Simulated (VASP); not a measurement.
The system is Si3Ge.

```xyz
4
Lattice="2.5967 1.4992 3.1235 -2.5967 1.4992 3.1235 0.0000 -2.9984 3.1235" Properties=species:S:1:pos:R:3 pbc="T T T"
Si    0.0000   -1.4992    1.5618
Si    1.2983    0.7496    1.5618
Si   -1.2983    0.7496    1.5618
Ge    0.0000    0.0000    0.0000
```

| Quantity | Value |
| --- | --- |
| Program | VASP 6.6.1 |
| Task | relaxation of cell and atoms |
| Functional | PBE |
| Potentials or basis | VASP PAW PBE potentials, release 64 (Si, Ge_d) |
| Cutoff | 600 eV |
| k mesh | 6 × 6 × 6 |
| Occupations | gaussian, width 0.1 eV |
| Spin | no spin polarisation |

At the start: pressure 33.7 GPa; volume 18.24 Å³/atom.

Q: Where does the relaxation end?

A: Over 8 steps the energy falls by 1084.8 meV/atom and the volume is 22.74 Å³/atom (+24.7 %); space group R-3m (No. 166, to 0.05 Å).

Step by step:
```
step  energy change (eV)  largest force (eV/Å)  pressure (GPa)  volume (Å³)
   1              0.0000                0.0000           33.69        72.96
   2             -3.0276                0.0000           -7.83       119.61
   3             -3.3806                0.0000           -3.18       102.58
   4             -3.3795                0.0000           -4.14       104.86
   5             -4.0238                0.0000           -3.54        98.95
   6             -4.3367                0.0000           -0.77        92.38
   7             -4.3373                0.0000           -0.51        92.05
   8             -4.3391                0.0000            0.18        90.95
```

Final structure:
```cif
data_structure
_symmetry_space_group_name_H-M 'P 1'
_symmetry_Int_Tables_number 1
_cell_length_a 5.1858
_cell_length_b 5.1858
_cell_length_c 5.1858
_cell_angle_alpha 56.636
_cell_angle_beta 56.636
_cell_angle_gamma 56.636
_cell_volume 90.95
loop_
_atom_site_label
_atom_site_type_symbol
_atom_site_fract_x
_atom_site_fract_y
_atom_site_fract_z
_atom_site_occupancy
Si1 Si 0.00000 0.00000 0.50000 1
Si2 Si 0.50000 0.00000 0.00000 1
Si3 Si 0.00000 0.50000 0.00000 1
Ge1 Ge 0.00000 0.00000 0.00000 1
```

Caveat: the volume moved by over 15 % at a fixed basis, so the end points are rough.
